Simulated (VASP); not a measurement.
# Os (Cmcm) in VASP: further runs

Runs on Os. Level: PBE. Tasks: single point.

All numbers are computed with VASP 6.6.1; they aren't measurements. Logs are shortened: lines on timing, memory, paths and dates and some standing lists are left out, and cuts for length are marked.

**1. The cell of the first run**

It takes space group Cmcm (No. 63, orthorhombic). The conventional cell has a = 2.734 Å, b = 4.641 Å, c = 4.320 Å, α = 90.00°, β = 90.00°, γ = 90.00°. Within 3.5 Å of Os (site symmetry m2m) lie 12 Os at 2.66 to 2.73 Å.

**2. Single point, PBE (strain -0.0200 x Voigt [0, 1, 0, 0, 0, 0])**

The input, INCAR:

```
SYSTEM = Os
PREC = Accurate
ENCUT = 520
EDIFF = 1E-6
ISMEAR = 0
SIGMA = 0.15
LREAL = .False.
LASPH = .True.
NELM = 60
ALGO = Fast
ISIF = 2
LWAVE = .False.
LCHARG = .False.
GGA = PE
NBANDS = 15
```

The input, KPOINTS:

```
Automatic mesh
0
Gamma
  18 18 12
  0 0 0
```

The input, POSCAR:

```
Os
1.0
    2.7340999755      0.0000000000      0.0000000000
   -1.3670499878      2.3204440346      0.0000000000
    0.0000000000      0.0000000000      4.3197000000
Os
2
Direct
    0.3333333333      0.6666666667      0.2500000000
    0.6666666667      0.3333333333      0.7500000000
```

Potentials or basis: VASP PAW PBE potentials, release 64 (Os).

Started as:

```
$ cat potpaw_PBE.64/Os/POTCAR > POTCAR
$ mpirun -np 1 vasp_std > vasp.out
```

OUTCAR:

```text
SYSTEM = Os
   PREC = Accurate
   ENCUT = 520
   EDIFF = 1E-6
   ISMEAR = 0
   LREAL = .False.
   LASPH = .True.
   NELM = 60
   ISIF = 2
   GGA = PE

 ion  position               nearest neighbor table
   1  0.333  0.667  0.250-   2 2.66   2 2.66   2 2.67   2 2.67   2 2.67   2 2.67
   2  0.667  0.333  0.750-   1 2.66   1 2.66   1 2.67   1 2.67   1 2.67   1 2.67

  Warning from LATTYP: Monoclinic adjustment (A1->A3, A2->A1, A3->A2)!
  LATTYP: Found a base centered orthorhombic cell.
 ALAT       =     2.7340999755
 B/A-ratio  =     1.6974097914
 C/A-ratio  =     1.5799349105

  Lattice vectors:

 A1 = (   1.3670499878,  -2.3204440346,   0.0000000000)
 A2 = (   1.3670499877,   2.3204440346,   0.0000000000)
 A3 = (   0.0000000000,   0.0000000000,   4.3197000000)

Analysis of symmetry for initial positions (statically):
=====================================================================
 Subroutine PRICEL returns:
 Original cell was already a primitive cell.

 Routine SETGRP: Setting up the symmetry group for a
 base centered orthorhombic supercell.

 Subroutine GETGRP returns: Found  8 space group operations
 (whereof  4 operations were pure point group operations)
 out of a pool of  8 trial point group operations.

The static configuration has the point symmetry C_2h.
 The point group associated with its full space group is D_2h.

Analysis of symmetry for dynamics (positions and initial velocities):
=====================================================================
 Subroutine PRICEL returns:
 Original cell was already a primitive cell.

 Routine SETGRP: Setting up the symmetry group for a
 base centered orthorhombic supercell.

 Subroutine GETGRP returns: Found  8 space group operations
 (whereof  4 operations were pure point group operations)
 out of a pool of  8 trial point group operations.

The dynamic configuration has the point symmetry C_2h.
 The point group associated with its full space group is D_2h.

 Subroutine INISYM returns: Found  8 space group operations
 (whereof  4 operations are pure point group operations),
 and found     1 'primitive' translations

----------------------------------------------------------------------------------------

                                     Primitive cell

  volume of cell :      27.4056

  direct lattice vectors                    reciprocal lattice vectors
     2.734099975  0.000000000  0.000000000     0.365751073  0.215476001  0.000000000
    -1.367049988  2.320444035  0.000000000     0.000000000  0.430952001  0.000000000
     0.000000000  0.000000000  4.319700000     0.000000000  0.000000000  0.231497558

  length of vectors
     2.734099975  2.693192564  4.319700000     0.424504128  0.430952001  0.231497558

  position of ions in fractional coordinates (direct lattice)
     0.333333333  0.666666667  0.250000000
     0.666666667  0.333333333  0.750000000

  ion indices of the primitive-cell ions
   primitive index   ion index
                 1           1
                 2           2

----------------------------------------------------------------------------------------

 KPOINTS: Automatic mesh

Automatic generation of k-mesh.
 Grid dimensions read from file:
 generate k-points for:   18   18   12

 Generating k-lattice:

  Cartesian coordinates                     Fractional coordinates (reciprocal lattice)
     0.020319504  0.011970889  0.000000000     0.055555556  0.000000000  0.000000000
     0.000000000  0.023941778  0.000000000     0.000000000  0.055555556  0.000000000
     0.000000000  0.000000000  0.019291463     0.000000000  0.000000000  0.083333333

  Length of vectors
     0.023583563  0.023941778  0.019291463

  Shift w.r.t. Gamma in fractional coordinates (k-lattice)
     0.000000000  0.000000000  0.000000000

 Subroutine IBZKPT returns following result:
 ===========================================

 Found    637 irreducible k-points:

 Following reciprocal coordinates:
            Coordinates               Weight
  0.000000  0.000000  0.000000      1.000000
  0.055556  0.000000  0.000000      4.000000
  0.111111  0.000000  0.000000      4.000000
  0.166667  0.000000  0.000000      4.000000
  0.222222  0.000000  0.000000      4.000000
  0.277778  0.000000  0.000000      4.000000
[... 16 lines left out ...]
 -0.333333  0.055556  0.000000      4.000000
 -0.277778  0.055556  0.000000      4.000000
 [... further k-points ...]
   k-points           NKPTS =    637   k-points in BZ     NKDIM =    637   number of bands    NBANDS=     15
   number of dos      NEDOS =    301   number of ions     NIONS =      2
   total plane-waves  NPLWV =  12800
   dimension x,y,z NGX =    20 NGY =   20 NGZ =   32
   dimension x,y,z NGXF=    40 NGYF=   40 NGZF=   64
   ions per type =               2
   NGX,Y,Z   is equivalent  to a cutoff of  12.16, 12.35, 12.32 a.u.
   NGXF,Y,Z  is equivalent  to a cutoff of  24.32, 24.69, 24.63 a.u.
 SYSTEM =  Os
   PREC   = accura    normal or accurate (medium, high low for compatibility)
   ISTART =      0    job   : 0-new  1-cont  2-samecut
   ICHARG =      2    charge: 1-file 2-atom 10-const
   ISPIN  =      1    spin polarized calculation?
   LNONCOLLINEAR =      F non collinear calculations
   LSORBIT =      F    spin-orbit coupling
   LASPH  =      T    aspherical Exc in radial PAW
   ENCUT  =  520.0 eV  38.22 Ry    6.18 a.u.   5.08  5.01  8.03*2*pi/ulx,y,z
   NELM   =     60;   NELMIN=  2; NELMDL= -5     # of ELM steps
   EDIFF  = 0.1E-05   stopping-criterion for ELM
   LREAL  =      F    real-space projection
   EDIFFG = 0.1E-04   stopping-criterion for IOM
   NSW    =      0    number of steps for IOM
   IBRION =     -1    ionic relax: 0-MD 1-quasi-New 2-CG
   NFREE  =      0    steps in history (QN), initial steepest desc. (CG)
   ISIF   =      2    stress and relaxation
   ISYM   =      2    0-nonsym 1-usesym 2-fastsym
   POTIM  = 0.5000    time-step for ionic-motion
   TEBEG  =    0.0;   TEEND  =   0.0 temperature during run
   PSTRESS=    0.0 pullay stress
   NELECT =      16.0000    total number of electrons
   NUPDOWN=      -1.0000    fix difference up-down
   EMIN   =  10.00;   EMAX   =-10.00  energy-range for DOS
   EFERMI =   0.00;   METHOD = LEGACY
   ISMEAR =     0;   SIGMA  =   0.15  broadening in eV -4-tet -1-fermi 0-gaus
   EFERMI_NEDOS =   21; number of points for ismear=-14 and -15
   IALGO  =     68    algorithm
   IMIX   =      4    mixing-type and parameters
     AMIX     =   0.40;   BMIX     =  1.00
     AMIX_MAG =   1.60;   BMIX_MAG =  1.00
  volume/ion in A,a.u.               =      13.70        92.47
  Fermi-wavevector in a.u.,A,eV,Ry     =   1.368259  2.585636 25.471930  1.872134
  Thomas-Fermi vector in A             =   2.494239
   LORBIT       =      0    0 simple, 1 ext, 2 COOP (PROOUT), +10 PAW based schemes
   GGA     = PE    functional components
   LHFCALC =     F    Hartree Fock is set to
   AEXX    =    0.0000 exact exchange contribution
   IVDW    =     0    specifies the selected vdW correction
   LEPSILON=     F    determine dielectric tensor
   LRPA    =     F    only Hartree local field effects (RPA)
 non-spin polarized calculation
 RMM-DIIS sequential band-by-band and
 Gauss-broadening in eV      SIGMA  =   0.15
  energy-cutoff  :      520.00
  volume of cell :       27.41
 maximum number of plane-waves:       760
   NGX = 11   NGY =  9   NGZ = 17

 number of electron      15.9999998 magnetization

 Free energy of the ion-electron system (eV)
  ---------------------------------------------------
  ext. energy  EPLUGINS =         0.00000000
  ---------------------------------------------------
  free energy    TOTEN  =       -22.42915672 eV

  energy without entropy =      -22.41582964  energy(sigma->0) =      -22.42249318

 E-fermi :   9.7953     XC(G=0): -14.1781

 val. band max:        9.7939908063   @ k =   0.0000   0.0556   0.3333
 cond. band min:       9.7964608759   @ k =  -0.2778   0.0556   0.2500
 fundamental gap:      0.0024700696
 Fermi energy:         9.7953130954

 k-point     1 :       0.0000    0.0000    0.0000
  band No.  band energies     occupation
      1      -1.3483      2.00000
      2       1.7793      2.00000
      3       6.4189      2.00000
      4       6.7771      2.00000
      5       6.8801      2.00000
      6       7.2811      2.00000
      7       7.7020      2.00000
      8       8.2175      2.00000
      9       8.3316      2.00000
     10       9.6962      1.65015
     11      11.4691      0.00000
     12      11.5979      0.00000
     13      18.9813      0.00000
     14      23.8629      0.00000
     15      26.4168      0.00000

 k-point     2 :       0.0556    0.0000    0.0000
  band No.  band energies     occupation
      1      -1.2202      2.00000
      2       1.8949      2.00000
      3       6.2084      2.00000
      4       6.8605      2.00000
      5       7.0854      2.00000
      6       7.2459      2.00000
      7       7.7693      2.00000
      8       8.0682      2.00000
      9       8.2234      2.00000
     10       9.1088      2.00000
     11      11.6243      0.00000
     12      12.2844      0.00000
     13      18.9699      0.00000
     14      24.1275      0.00000
     15      26.5917      0.00000

 k-point     3 :       0.1111    0.0000    0.0000
  band No.  band energies     occupation
      1      -0.8468      2.00000
      2       2.2180      2.00000
      3       5.8197      2.00000
      4       7.0306      2.00000
      5       7.2079      2.00000
      6       7.4085      2.00000
      7       7.4649      2.00000
      8       7.9704      2.00000
      9       8.0402      2.00000
     10       8.5018      2.00000
     11      11.7856      0.00000
     12      13.6448      0.00000
     13      18.9158      0.00000
     14      24.8466      0.00000
     15      27.0522      0.00000
[... 343 lines left out ...]
 k-point    23 :      -0.3333    0.0556    0.0000
  band No.  band energies     occupation
      1       1.6526      2.00000
      2       3.0804      2.00000
      3       4.3095      2.00000
      4       5.4152      2.00000
      5       6.6997      2.00000
      6       6.7344      2.00000
      7       7.5418      2.00000
      8       9.5618      1.97230
      9       9.9489      0.14756
     10      10.6752      0.00000
     11      12.3361      0.00000
     12      18.3031      0.00000
     13      18.9494      0.00000
     14      22.0234      0.00000
     15      24.8501      0.00000

 k-point    24 :      -0.2778    0.0556    0.0000
  band No.  band energies     occupation
      1       0.9252      2.00000
      2       3.1810      2.00000
      3       5.0399      2.00000
      4       5.1439      2.00000
      5       6.5528      2.00000
      6       6.9533      2.00000
      7       7.8377      2.00000
      8       8.7296      2.00000
      9       9.0670      2.00000
     10       9.8042      0.93323
     11      12.2144      0.00000
     12      17.5253      0.00000
     13      18.4647      0.00000
     14      24.0639      0.00000
     15      26.1782      0.00000

 [... further k-points ...]
[... 5 lines left out ...]
  --------------------------------------------------------------------------------------
  -------------------------------------------------------------------------------------
  Total        2.4235056      4.4856951      2.4335174     -0.0000000      0.0000000      0.0000000
  in kB      141.6822770    262.2414006    142.2675867     -0.0000000      0.0000000      0.0000000
  external PRESSURE =     182.0637548 kB  Pullay stress =       0.0000000 kB

 VOLUME and BASIS-vectors are now :
 -----------------------------------------------------------------------------
  energy-cutoff  :      520.00
  volume of cell :       27.41
      direct lattice vectors                 reciprocal lattice vectors
     2.734099975  0.000000000  0.000000000     0.365751073  0.215476001  0.000000000
    -1.367049988  2.320444035  0.000000000     0.000000000  0.430952001  0.000000000
     0.000000000  0.000000000  4.319700000     0.000000000  0.000000000  0.231497558

 POSITION                                       TOTAL-FORCE (eV/Angst)
 -----------------------------------------------------------------------------------
     -0.00000      1.54696      1.07993         0.000000     -0.063440      0.000000
      1.36705      0.77348      3.23977        -0.000000      0.063440      0.000000
 -----------------------------------------------------------------------------------
    total drift:                                0.000000     -0.000000      0.000000

  FREE ENERGIE OF THE ION-ELECTRON SYSTEM (eV)
  ---------------------------------------------------
  free  energy   TOTEN  =       -22.4291567179 eV

  energy  without entropy=      -22.4158296419  energy(sigma->0) =      -22.42249318
```

It took 1.9 min on 1 thread of Intel Xeon Platinum 8488C (Sapphire Rapids), shared host; peak memory 0.33 GiB.

Results:

- Free energy: -22.4292 eV
- Pressure: 18.2 GPa
- Largest force: 0.063 eV/Å
- Band gap on the k mesh: zero (bands 8 and 9 overlap by 4.20 eV)

Forces in eV/Å, atoms in the order of the input:
```
Os   0.000 -0.063  0.000
Os   0.000  0.063  0.000
```

Stress tensor (GPa, compression positive):
```
14.17  0.00  0.00
 0.00 26.22  0.00
 0.00  0.00 14.23
```

Levels at points of the mesh, in eV from the Fermi level:
| k point | band 5 | band 6 | band 7 | band 8 | band 9 | band 10 | band 11 | band 12 |
| --- | --- | --- | --- | --- | --- | --- | --- | --- |
| (0.00, 0.00, 0.00) | -2.92 | -2.51 | -2.09 | -1.58 | -1.46 | -0.10 | 1.67 | 1.80 |
| (0.50, 0.00, 0.00) | -2.98 | -2.73 | -2.09 | 2.14 | 2.70 | 2.78 | 4.54 | 5.85 |
| (0.00, 0.50, 0.00) | -2.84 | -2.70 | -1.86 | 2.26 | 2.70 | 2.81 | 4.68 | 6.05 |
| (0.00, 0.00, 0.50) | -3.52 | -3.52 | -3.12 | -3.12 | 0.84 | 0.84 | 0.99 | 0.99 |
| (0.50, 0.00, 0.50) | -1.14 | -1.14 | -0.20 | -0.20 | 2.47 | 2.47 | 3.38 | 3.38 |
| (0.00, 0.50, 0.50) | -1.35 | -1.35 | -0.08 | -0.08 | 2.58 | 2.58 | 3.47 | 3.47 |

Caveat: the cell differs from its parent crystal (strain -0.0200 x Voigt [0, 1, 0, 0, 0, 0]); the cell stands under pressure; spin-orbit coupling is left out, which moves the levels of the heavy elements.

**3. Single point, PBE (strain -0.0150 x Voigt [0, 1, 0, 0, 0, 0])**

The input, INCAR:

```
SYSTEM = Os
PREC = Accurate
ENCUT = 520
EDIFF = 1E-6
ISMEAR = 0
SIGMA = 0.15
LREAL = .FALSE.
LASPH = .TRUE.
NELM = 60
ALGO = Fast
ISIF = 2
LWAVE = .FALSE.
LCHARG = .FALSE.
GGA = PE
NBANDS = 15
```

The input, KPOINTS:

```
regular mesh
0
G
  18 18 12
  0 0 0
```

The input, POSCAR:

```
Os
1.0
    2.7340999755      0.0000000000      0.0000000000
   -1.3670499878      2.3322830347      0.0000000000
    0.0000000000      0.0000000000      4.3197000000
Os
2
Direct
    0.3333333333      0.6666666667      0.2500000000
    0.6666666667      0.3333333333      0.7500000000
```

Potentials or basis: VASP PAW PBE potentials, release 64 (Os).

Started as:

```
$ cat potpaw_PBE.64/Os/POTCAR > POTCAR
$ mpirun -np 1 vasp_std > vasp.out
```

It took 1.8 min on 1 thread of Intel Xeon Platinum 8488C (Sapphire Rapids), shared host; peak memory 0.33 GiB.

It converged, with:

```
Free energy            : -22.4501 eV
Pressure               : 15.7 GPa
Largest force          : 0.046 eV/Å
Band gap on the k mesh : zero (bands 8 and 9 overlap by 4.13 eV)
```

Forces in eV/Å, atoms in the order of the input:
```
Os   0.000 -0.046  0.000
Os   0.000  0.046  0.000
```

Stress tensor (GPa, compression positive):
```
12.65  0.00  0.00
 0.00 21.53  0.00
 0.00  0.00 12.81
```

Levels at points of the mesh, in eV from the Fermi level:
```csv
k point,band 4,band 5,band 6,band 7,band 8,band 9,band 10,band 11,band 12,band 13
"(0.00, 0.00, 0.00)",-2.96,-2.95,-2.44,-2.13,-1.58,-1.49,-0.07,1.68,1.77,9.16
"(0.50, 0.00, 0.00)",-3.52,-2.96,-2.69,-2.04,2.12,2.67,2.76,4.51,5.82,9.40
"(0.00, 0.50, 0.00)",-3.71,-2.86,-2.67,-1.87,2.20,2.70,2.75,4.61,5.97,9.62
"(0.00, 0.00, 0.50)",-3.70,-3.45,-3.45,-3.15,-3.15,0.85,0.85,0.96,0.96,13.76
"(0.50, 0.00, 0.50)",-5.51,-1.16,-1.16,-0.20,-0.20,2.45,2.45,3.36,3.36,9.27
"(0.00, 0.50, 0.50)",-5.48,-1.31,-1.31,-0.10,-0.10,2.52,2.52,3.43,3.43,9.48
```

Caveat: the cell differs from its parent crystal (strain -0.0150 x Voigt [0, 1, 0, 0, 0, 0]); the cell stands under pressure; spin-orbit coupling is left out, which moves the levels of the heavy elements.

**4. Single point, PBE (strain -0.0100 x Voigt [0, 1, 0, 0, 0, 0])**

The input, INCAR:

```
ALGO     = Fast           # electronic algorithm
EDIFF    = 1E-6           # SCF threshold, eV
ENCUT    = 520            # plane-wave cutoff, eV
GGA      = PE             # functional
ISIF     = 2              # what is computed and relaxed
ISMEAR   = 0              # smearing method
LASPH    = True           # aspherical terms in the spheres
LCHARG   = False          # write CHGCAR
LREAL    = False          # projectors in reciprocal space
LWAVE    = False          # write WAVECAR
NBANDS   = 15             # bands
NELM     = 80             # most SCF steps
PREC     = Accurate       # precision mode
SIGMA    = 0.15           # smearing width, eV
```

The input, KPOINTS:

```
k-points
0
Gamma
  18 18 12
```

The input, POSCAR:

```
Os
1.0
    2.7340999755      0.0000000000      0.0000000000
   -1.3670499878      2.3441220349      0.0000000000
    0.0000000000      0.0000000000      4.3197000000
Os
2
Direct
    0.3333333333      0.6666666667      0.2500000000
    0.6666666667      0.3333333333      0.7500000000
```

Started as:

```
$ cat potpaw_PBE.64/Os/POTCAR > POTCAR
$ mpirun -np 1 vasp_std > vasp.out
```

Wall time 1.9 min (1 thread of Intel Xeon Platinum 8488C (Sapphire Rapids), shared host); peak memory 0.33 GiB.

The run converged. Its results:

```yaml
Free_energy: -22.4671 eV
Pressure: 13.2 GPa
Largest_force: 0.029 eV/Å
Band_gap_on_the_k_mesh: zero (bands 8 and 9 overlap by 4.07 eV)
```

Forces on the atoms (eV/Å):
```
Os   0.000 -0.029  0.000
Os   0.000  0.029  0.000
```

Stress tensor (GPa, compression positive):
```
11.23  0.00  0.00
 0.00 17.04  0.00
 0.00  0.00 11.46
```

Levels at points of the mesh, in eV from the Fermi level:
| k point | band 5 | band 6 | band 7 | band 8 | band 9 | band 10 | band 11 | band 12 |
| --- | --- | --- | --- | --- | --- | --- | --- | --- |
| (0.00, 0.00, 0.00) | -2.91 | -2.37 | -2.16 | -1.57 | -1.52 | -0.04 | 1.68 | 1.74 |
| (0.50, 0.00, 0.00) | -2.95 | -2.66 | -1.99 | 2.09 | 2.65 | 2.75 | 4.48 | 5.78 |
| (0.00, 0.50, 0.00) | -2.88 | -2.64 | -1.88 | 2.14 | 2.70 | 2.71 | 4.55 | 5.88 |
| (0.00, 0.00, 0.50) | -3.39 | -3.39 | -3.19 | -3.19 | 0.86 | 0.86 | 0.94 | 0.94 |
| (0.50, 0.00, 0.50) | -1.18 | -1.18 | -0.19 | -0.19 | 2.42 | 2.42 | 3.34 | 3.34 |
| (0.00, 0.50, 0.50) | -1.28 | -1.28 | -0.12 | -0.12 | 2.47 | 2.47 | 3.38 | 3.38 |

Caveat: the cell differs from its parent crystal (strain -0.0100 x Voigt [0, 1, 0, 0, 0, 0]); the cell stands under pressure; spin-orbit coupling is left out, which moves the levels of the heavy elements.

(Part 1 of 2 ends here.)
